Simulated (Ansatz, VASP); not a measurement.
# LiMgBN2: VASP beside Ansatz

The input INCAR:

```
SYSTEM = LiMgBN2
  ALGO = Normal
  EDIFF = 1E-7
  EDIFFG = -0.005
  ENCUT = 600
  GGA = PE
  IBRION = 2
  ISIF = 3
  ISMEAR = 0
  LASPH = .TRUE.
  LCHARG = .FALSE.
  LREAL = .FALSE.
  LWAVE = .FALSE.
  NELM = 100
  NSW = 100
  PREC = Accurate
  SIGMA = 0.02
```

File KPOINTS:

```
k-points
0
G
  8 8 8
  0 0 0
```

File POSCAR:

```
LiMgBN2
1.0
   -1.9096560000      1.9096560000      4.4435220000
    1.9096560000     -1.9096560000      4.4435220000
    1.9096560000      1.9096560000     -4.4435220000
Li Mg B N
1 1 1 2
Direct
    0.2500000000      0.7500000000      0.5000000000
    0.7500000000      0.2500000000      0.5000000000
    0.5000000000      0.5000000000      0.0000000000
    0.6512635000      0.6512635000      0.0000000000
    0.3487365000      0.3487365000      0.0000000000
```

Input for Ansatz:

```yaml
crystal:
  lattice:
    - [-1.909656, 1.909656, 4.443522]
    - [1.909656, -1.909656, 4.443522]
    - [1.909656, 1.909656, -4.443522]
  atoms:
    - { symbol: Li, position: [0.25, 0.75, 0.5] }
    - { symbol: Mg, position: [0.75, 0.25, 0.5] }
    - { symbol: B, position: [0.5, 0.5, 0.0] }
    - { symbol: "N", position: [0.6512635, 0.6512635, 0.0] }
    - { symbol: "N", position: [0.3487365, 0.3487365, 0.0] }
basis:
  ecutwfc: 420
kpoints:
  mp_grid: { grid: [8, 8, 8] }
hamiltonian:
  xc: pbe
scf:
  occupations: { method: gaussian, width: 0.02 }
output:
  forces: true
  stress: true
  eigenvalues: true
relax:
  adjacent_minimum: "off"
  f_tol: 0.005
  max_steps: 80
  cell: { stress_tol: 0.05 }
```

Alike in both runs: task relaxation of cell and atoms; functional PBE; k mesh 8 × 8 × 8; occupations gaussian, width 0.02 eV; no spin polarisation.

```csv
,VASP,Ansatz
version,VASP 6.6.1,Ansatz 0.2.0
potentials or method,"VASP PAW PBE potentials, release 64 (Li_sv, Mg, B, N), cutoff 600 eV","scalar-relativistic, plane waves, PAW"
valence electrons in the cell,18,26
```

Ansatz gave:

```
gap on the k mesh at the Fermi level, each at its own relaxed structure (eV) : 2.62
relaxed volume (Å³/atom)                                                     : 12.90
relaxed length of the cell vector where the two differ most in proportion (Å)              : 5.198
```

Task: Which values does VASP return?

Result: gap on the k mesh at the Fermi level, each at its own relaxed structure (eV): 2.63; relaxed volume (Å³/atom): 12.84; relaxed length of the cell vector where the two differ most in proportion (Å): 5.194.

VASP's potentials hold 18 valence electrons a cell and Ansatz's 26, so a difference there can come from the potentials and not from the codes.

Noted on VASP's run: the cutoff is under 1.25 times that of the potentials, so the pressure is a little rough.
